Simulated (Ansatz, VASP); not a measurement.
**One calculation of Rb4O, two programs**

Contents of INCAR:

```
SYSTEM = Rb4O
PREC = Accurate
ENCUT = 600
EDIFF = 1E-6
ISMEAR = 0
SIGMA = 0.1
LREAL = .False.
LASPH = .True.
NELM = 100
ALGO = Normal
ISIF = 3
LWAVE = .False.
LCHARG = .False.
GGA = PE
IBRION = 2
NSW = 90
EDIFFG = -0.04
```

The input KPOINTS:

```
regular mesh
0
Gamma
  4 4 4
  0 0 0
```

Contents of POSCAR:

```
Rb4O
1.0
   -3.7189629200      3.7189629200      3.7189629200
    3.7189629200     -3.7189629200      3.7189629200
    3.7189629200      3.7189629200     -3.7189629200
Rb O
4 1
Direct
    0.0000000000      0.6305807800      0.0000000000
    0.3694192200      0.3694192200      0.3694192200
    0.0000000000      0.0000000000      0.6305807800
    0.6305807800      0.0000000000      0.0000000000
    0.0000000000      0.0000000000      0.0000000000
```

Input for Ansatz:

```yaml
crystal:
  lattice:
    - [-3.71896292, 3.71896292, 3.71896292]
    - [3.71896292, -3.71896292, 3.71896292]
    - [3.71896292, 3.71896292, -3.71896292]
  atoms:
    - { symbol: Rb, position: [0.0, 0.63058078, 0.0] }
    - { symbol: Rb, position: [0.36941922, 0.36941922, 0.36941922] }
    - { symbol: Rb, position: [0.0, 0.0, 0.63058078] }
    - { symbol: Rb, position: [0.63058078, 0.0, 0.0] }
    - { symbol: O, position: [0.0, 0.0, 0.0] }
basis:
  ecutwfc: 420
kpoints:
  mp_grid: { grid: [4, 4, 4] }
hamiltonian:
  xc: pbe
scf:
  occupations: { method: gaussian, width: 0.1 }
  lower_state_search: "off"
output:
  forces: true
  stress: true
  eigenvalues: true
relax:
  adjacent_minimum: "off"
  f_tol: 0.04
  max_steps: 70
  cell: { stress_tol: 0.4 }
```

Change from the starting cell: species swapped into the GeF4 type (I-43m, No. 217).

Alike in both runs: task relaxation of cell and atoms; functional PBE; k mesh 4 × 4 × 4; occupations gaussian, width 0.1 eV; no spin polarisation.

```csv
,VASP,Ansatz
version,VASP 6.6.1,Ansatz 0.2.0
potentials or method,"VASP PAW PBE potentials, release 64 (Rb_sv, O), cutoff 600 eV","scalar-relativistic, plane waves, PAW"
valence electrons in the cell,42,42
```

|  | VASP | Ansatz | Ansatz less VASP |
| --- | --- | --- | --- |
| gap on the k mesh at the Fermi level, each at its own relaxed structure (eV) | none | none | - |
| relaxed volume (Å³/atom) | 65.13 | 65.53 | +0.400 |
| relaxed cell length with the largest relative difference (Å) | 7.507 | 7.522 | +0.0153 |

A gap of «none» marks a metal or a gap that the smearing closes.

Noted on VASP's run: the volume moved by over 15 % at a fixed basis, so the end points are rough.
